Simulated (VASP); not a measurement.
# Y5F (P4/mmm) in VASP: single point with PBE

Aim: the single point of Y5F with PBE.

All numbers are computed with VASP 6.6.1; they aren't measurements. Logs are shortened: lines on timing, memory, paths and dates and some standing lists are left out, and cuts for length are marked.

## (1) The cell of the first run

Symmetry: P4/mmm, No. 123, tetragonal system. Conventional cell: a = 3.438 Å, b = 3.438 Å, c = 14.137 Å, α = 90.00°, β = 90.00°, γ = 90.00°. Within 4.5 Å of Y (site symmetry 4mm) lie 12 Y at 3.44 to 3.62 Å and 1 F at 4.38 Å. Within 4.0 Å of Y (site symmetry 4mm) lie 4 F at 3.05 Å and 9 Y at 3.44 to 3.67 Å. Within 4.5 Å of Y (site symmetry 4/mmm) lie 12 Y at 3.44 to 3.62 Å. F (site symmetry 4/mmm) has 8 Y at 3.05 Å and 4 F at 3.44 Å within 4.0 Å.

## (2) Single point, PBE

Input file INCAR:

```
SYSTEM = Y5F
  PREC = Accurate
  ENCUT = 520
  EDIFF = 1E-6
  ISMEAR = 0
  SIGMA = 0.1
  LREAL = .FALSE.
  LASPH = .TRUE.
  NELM = 80
  ALGO = Normal
  ISIF = 2
  LWAVE = .FALSE.
  LCHARG = .TRUE.
  GGA = PE
  LELF = .TRUE.
  LVHAR = .TRUE.
  NBANDS = 40
```

Input file KPOINTS:

```
Automatic mesh
0
G
  10 10 4
  0 0 0
```

Input file POSCAR:

```
Y5F
1.0
    3.4379396494      0.0000000000      0.0000000000
    0.0000000000      3.4379396494      0.0000000000
    0.0000000000      0.0000000000     14.1365002514
Y F
5 1
Direct
    0.5000000000      0.5000000000      0.3098980878
    0.5000000000      0.5000000000      0.6901019122
    0.0000000000      0.0000000000      0.1298224108
    0.0000000000      0.0000000000      0.8701775892
    0.0000000000      0.0000000000      0.5000000000
    0.5000000000      0.5000000000      0.0000000000
```

Potentials or basis: VASP PAW PBE potentials, release 64 (Y_sv, F).

Started as:

```bash
cat potpaw_PBE.64/Y_sv/POTCAR potpaw_PBE.64/F/POTCAR > POTCAR
mpirun -np 1 vasp_std > vasp.out
```

OUTCAR:

```text
SYSTEM = Y5F
   PREC = Accurate
   ENCUT = 520
   EDIFF = 1E-6
   ISMEAR = 0
   LREAL = .FALSE.
   LASPH = .TRUE.
   NELM = 80
   ISIF = 2
   GGA = PE

 ion  position               nearest neighbor table
   1  0.500  0.500  0.310-   3 3.52   3 3.52   3 3.52   3 3.52   5 3.62   5 3.62   5 3.62   5 3.62

   2  0.500  0.500  0.690-   4 3.52   4 3.52   4 3.52   4 3.52   5 3.62   5 3.62   5 3.62   5 3.62

   3  0.000  0.000  0.130-   6 3.05   6 3.05   6 3.05   6 3.05   1 3.52   1 3.52   1 3.52   1 3.52
                             4 3.67
   4  0.000  0.000  0.870-   6 3.05   6 3.05   6 3.05   6 3.05   2 3.52   2 3.52   2 3.52   2 3.52
                             3 3.67
   5  0.000  0.000  0.500-   1 3.62   2 3.62   1 3.62   2 3.62   1 3.62   2 3.62   1 3.62   2 3.62

   6  0.500  0.500  0.000-   3 3.05   4 3.05   3 3.05   4 3.05   3 3.05   4 3.05   3 3.05   4 3.05

  LATTYP: Found a simple tetragonal cell.
 ALAT       =     3.4379396494
 C/A-ratio  =     4.1119105316

  Lattice vectors:

 A1 = (   3.4379396494,   0.0000000000,   0.0000000000)
 A2 = (   0.0000000000,   3.4379396494,   0.0000000000)
 A3 = (   0.0000000000,   0.0000000000,  14.1365002514)

Analysis of symmetry for initial positions (statically):
=====================================================================
 Subroutine PRICEL returns:
 Original cell was already a primitive cell.

 Routine SETGRP: Setting up the symmetry group for a
 simple tetragonal supercell.

 Subroutine GETGRP returns: Found 16 space group operations
 (whereof 16 operations were pure point group operations)
 out of a pool of 16 trial point group operations.

The static configuration has the point symmetry D_4h.

Analysis of symmetry for dynamics (positions and initial velocities):
=====================================================================
 Subroutine PRICEL returns:
 Original cell was already a primitive cell.

 Routine SETGRP: Setting up the symmetry group for a
 simple tetragonal supercell.

 Subroutine GETGRP returns: Found 16 space group operations
 (whereof 16 operations were pure point group operations)
 out of a pool of 16 trial point group operations.

The dynamic configuration has the point symmetry D_4h.

 Subroutine INISYM returns: Found 16 space group operations
 (whereof 16 operations are pure point group operations),
 and found     1 'primitive' translations

----------------------------------------------------------------------------------------

                                     Primitive cell

  volume of cell :     167.0854

  direct lattice vectors                    reciprocal lattice vectors
     3.437939649  0.000000000  0.000000000     0.290871889  0.000000000  0.000000000
     0.000000000  3.437939649  0.000000000     0.000000000  0.290871889  0.000000000
     0.000000000  0.000000000 14.136500251     0.000000000  0.000000000  0.070738866

  length of vectors
     3.437939649  3.437939649 14.136500251     0.290871889  0.290871889  0.070738866

  position of ions in fractional coordinates (direct lattice)
     0.500000000  0.500000000  0.309898088
     0.500000000  0.500000000  0.690101912
     0.000000000  0.000000000  0.129822411
     0.000000000  0.000000000  0.870177589
     0.000000000  0.000000000  0.500000000
     0.500000000  0.500000000  0.000000000

  ion indices of the primitive-cell ions
   primitive index   ion index
                 1           1
                 2           2
                 3           3
                 4           4
                 5           5
                 6           6

----------------------------------------------------------------------------------------

 KPOINTS: Automatic mesh

Automatic generation of k-mesh.
 Grid dimensions read from file:
 generate k-points for:   10   10    4

 Generating k-lattice:

  Cartesian coordinates                     Fractional coordinates (reciprocal lattice)
     0.029087189  0.000000000  0.000000000     0.100000000  0.000000000  0.000000000
     0.000000000  0.029087189  0.000000000     0.000000000  0.100000000  0.000000000
     0.000000000  0.000000000  0.017684717     0.000000000  0.000000000  0.250000000

  Length of vectors
     0.029087189  0.029087189  0.017684717

  Shift w.r.t. Gamma in fractional coordinates (k-lattice)
     0.000000000  0.000000000  0.000000000

 Subroutine IBZKPT returns following result:
 ===========================================

 Found     63 irreducible k-points:

 Following reciprocal coordinates:
            Coordinates               Weight
  0.000000  0.000000  0.000000      1.000000
  0.100000  0.000000  0.000000      4.000000
  0.200000  0.000000  0.000000      4.000000
  0.300000  0.000000  0.000000      4.000000
  0.400000  0.000000  0.000000      4.000000
  0.500000  0.000000  0.000000      2.000000
[... 16 lines left out ...]
  0.100000  0.000000  0.250000      8.000000
  0.200000  0.000000  0.250000      8.000000
 [... further k-points ...]
   k-points           NKPTS =     63   k-points in BZ     NKDIM =     63   number of bands    NBANDS=     40
   number of dos      NEDOS =    301   number of ions     NIONS =      6
   total plane-waves  NPLWV =  84672
   dimension x,y,z NGX =    28 NGY =   28 NGZ =  108
   dimension x,y,z NGXF=    56 NGYF=   56 NGZF=  216
   ions per type =               5   1
   NGX,Y,Z   is equivalent  to a cutoff of  13.54, 13.54, 12.70 a.u.
   NGXF,Y,Z  is equivalent  to a cutoff of  27.08, 27.08, 25.40 a.u.
 SYSTEM =  Y5F
   PREC   = accura    normal or accurate (medium, high low for compatibility)
   ISTART =      0    job   : 0-new  1-cont  2-samecut
   ICHARG =      2    charge: 1-file 2-atom 10-const
   ISPIN  =      1    spin polarized calculation?
   LNONCOLLINEAR =      F non collinear calculations
   LSORBIT =      F    spin-orbit coupling
   LASPH  =      T    aspherical Exc in radial PAW
   ENCUT  =  520.0 eV  38.22 Ry    6.18 a.u.   6.39  6.39 26.28*2*pi/ulx,y,z
   NELM   =     80;   NELMIN=  2; NELMDL= -5     # of ELM steps
   EDIFF  = 0.1E-05   stopping-criterion for ELM
   LREAL  =      F    real-space projection
   EDIFFG = 0.1E-04   stopping-criterion for IOM
   NSW    =      0    number of steps for IOM
   IBRION =     -1    ionic relax: 0-MD 1-quasi-New 2-CG
   NFREE  =      0    steps in history (QN), initial steepest desc. (CG)
   ISIF   =      2    stress and relaxation
   ISYM   =      2    0-nonsym 1-usesym 2-fastsym
   POTIM  = 0.5000    time-step for ionic-motion
   TEBEG  =    0.0;   TEEND  =   0.0 temperature during run
   PSTRESS=    0.0 pullay stress
   NELECT =      62.0000    total number of electrons
   NUPDOWN=      -1.0000    fix difference up-down
   EMIN   =  10.00;   EMAX   =-10.00  energy-range for DOS
   EFERMI =   0.00;   METHOD = LEGACY
   ISMEAR =     0;   SIGMA  =   0.10  broadening in eV -4-tet -1-fermi 0-gaus
   EFERMI_NEDOS =   21; number of points for ismear=-14 and -15
   IALGO  =     38    algorithm
   IMIX   =      4    mixing-type and parameters
     AMIX     =   0.40;   BMIX     =  1.00
     AMIX_MAG =   1.60;   BMIX_MAG =  1.00
  volume/ion in A,a.u.               =      27.85       187.92
  Fermi-wavevector in a.u.,A,eV,Ry     =   1.176411  2.223095 18.829701  1.383944
  Thomas-Fermi vector in A             =   2.312776
   LORBIT       =      0    0 simple, 1 ext, 2 COOP (PROOUT), +10 PAW based schemes
   GGA     = PE    functional components
   LHFCALC =     F    Hartree Fock is set to
   AEXX    =    0.0000 exact exchange contribution
   IVDW    =     0    specifies the selected vdW correction
   LEPSILON=     F    determine dielectric tensor
   LRPA    =     F    only Hartree local field effects (RPA)
 non-spin polarized calculation
 Gauss-broadening in eV      SIGMA  =   0.10
  energy-cutoff  :      520.00
  volume of cell :      167.09
 maximum number of plane-waves:      4528
 NGX is ok and might be reduce to    28
   NGX = 13   NGY = 13   NGZ = 53

 number of electron      61.9999986 magnetization

 Free energy of the ion-electron system (eV)
  ---------------------------------------------------
  ext. energy  EPLUGINS =         0.00000000
  ---------------------------------------------------
  free energy    TOTEN  =       -37.13475097 eV

  energy without entropy =      -37.08213363  energy(sigma->0) =      -37.10844230

 E-fermi :   3.3634     XC(G=0):  -9.5636

 val. band max:        3.3626227069   @ k =   0.3000   0.0000   0.2500
 cond. band min:       3.3653268035   @ k =   0.1000   0.0000   0.5000
 fundamental gap:      0.0027040966
 Fermi energy:         3.3633754103

 k-point     1 :       0.0000    0.0000    0.0000
  band No.  band energies     occupation
      1     -39.8203      2.00000
      2     -39.8114      2.00000
      3     -39.2892      2.00000
      4     -39.0086      2.00000
      5     -39.0059      2.00000
      6     -21.0144      2.00000
[... 32 lines left out ...]
     39       5.6546      0.00000
     40       5.8824      0.00000

 k-point     2 :       0.1000    0.0000    0.0000
  band No.  band energies     occupation
      1     -39.8168      2.00000
      2     -39.8079      2.00000
      3     -39.2855      2.00000
      4     -39.0052      2.00000
      5     -39.0028      2.00000
      6     -21.0076      2.00000
[... 32 lines left out ...]
     39       5.6828      0.00000
     40       5.7133      0.00000

 k-point     3 :       0.2000    0.0000    0.0000
  band No.  band energies     occupation
      1     -39.8076      2.00000
      2     -39.7988      2.00000
      3     -39.2758      2.00000
      4     -38.9962      2.00000
      5     -38.9945      2.00000
      6     -20.9918      2.00000
[... 853 lines left out ...]
  band No.  band energies     occupation
      1     -39.8168      2.00000
      2     -39.8079      2.00000
      3     -39.2855      2.00000
      4     -39.0052      2.00000
      5     -39.0028      2.00000
      6     -21.0077      2.00000
[... 32 lines left out ...]
     39       5.5824      0.00000
     40       5.6699      0.00000

 k-point    24 :       0.2000    0.0000    0.2500
  band No.  band energies     occupation
      1     -39.8076      2.00000
      2     -39.7988      2.00000
      3     -39.2758      2.00000
      4     -38.9962      2.00000
      5     -38.9945      2.00000
      6     -20.9918      2.00000
[... 32 lines left out ...]
     39       5.3275      0.00000
     40       5.7827      0.00000

 [... further k-points ...]

------------------------ aborting loop because EDIFF is reached ----------------------------------------

  FORCE on cell =-STRESS in cart. coord.  units (eV):
  Direction    XX          YY          ZZ          XY          YZ          ZX
  --------------------------------------------------------------------------------------
  -------------------------------------------------------------------------------------
  Total       -0.1215277     -0.1215277     -0.1631730      0.0000000      0.0000000      0.0000000
  in kB       -1.1653260     -1.1653260     -1.5646617      0.0000000      0.0000000      0.0000000
  external PRESSURE =      -1.2984379 kB  Pullay stress =       0.0000000 kB

 VOLUME and BASIS-vectors are now :
 -----------------------------------------------------------------------------
  energy-cutoff  :      520.00
  volume of cell :      167.09
      direct lattice vectors                 reciprocal lattice vectors
     3.437939649  0.000000000  0.000000000     0.290871889  0.000000000  0.000000000
     0.000000000  3.437939649  0.000000000     0.000000000  0.290871889  0.000000000
     0.000000000  0.000000000 14.136500251     0.000000000  0.000000000  0.070738866

 POSITION                                       TOTAL-FORCE (eV/Angst)
 -----------------------------------------------------------------------------------
      1.71897      1.71897      4.38087        -0.000000      0.000000     -0.002866
      1.71897      1.71897      9.75563         0.000000     -0.000000      0.002866
      0.00000      0.00000      1.83523        -0.000000      0.000000      0.006319
      0.00000      0.00000     12.30127         0.000000     -0.000000     -0.006319
      0.00000      0.00000      7.06825         0.000000      0.000000      0.000000
      1.71897      1.71897      0.00000         0.000000      0.000000      0.000000
 -----------------------------------------------------------------------------------
    total drift:                                0.000000      0.000000      0.000000

  FREE ENERGIE OF THE ION-ELECTRON SYSTEM (eV)
  ---------------------------------------------------
  free  energy   TOTEN  =       -37.1347509691 eV

  energy  without entropy=      -37.0821336321  energy(sigma->0) =      -37.10844230
```

Wall time 7.7 min (1 thread of Intel Xeon Platinum 8488C (Sapphire Rapids), shared host); peak memory 0.51 GiB.

What came out:

- Free energy: -37.1348 eV
- Pressure: -0.1 GPa
- Largest force: 0.006 eV/Å
- Band gap on the k mesh: zero (band 31 reaches 3.68 eV, above the bottom of band 32 at 2.97 eV)

Forces in eV/Å, atoms in the order of the input:
```
Y    0.000  0.000 -0.003
Y    0.000  0.000  0.003
Y    0.000  0.000  0.006
Y    0.000  0.000 -0.006
Y    0.000  0.000  0.000
F    0.000  0.000  0.000
```

Levels at points of the mesh, in eV from the Fermi level:
| k point | band 29 | band 30 | band 31 | band 32 | band 33 | band 34 |
| --- | --- | --- | --- | --- | --- | --- |
| (0.00, 0.00, 0.00) | -1.42 | -0.81 | -0.55 | -0.20 | -0.03 | 0.72 |
| (0.50, 0.00, 0.00) | -1.01 | 0.18 | 0.26 | 0.34 | 0.48 | 0.82 |
| (0.50, 0.50, 0.00) | -0.74 | -0.74 | -0.46 | -0.24 | -0.24 | 0.61 |
| (0.00, 0.00, 0.50) | -1.46 | -0.74 | -0.69 | -0.13 | -0.08 | 0.62 |
| (0.50, 0.00, 0.50) | -1.09 | -0.04 | 0.31 | 0.49 | 0.59 | 0.60 |
| (0.50, 0.50, 0.50) | -0.74 | -0.74 | -0.27 | -0.22 | -0.22 | 0.56 |
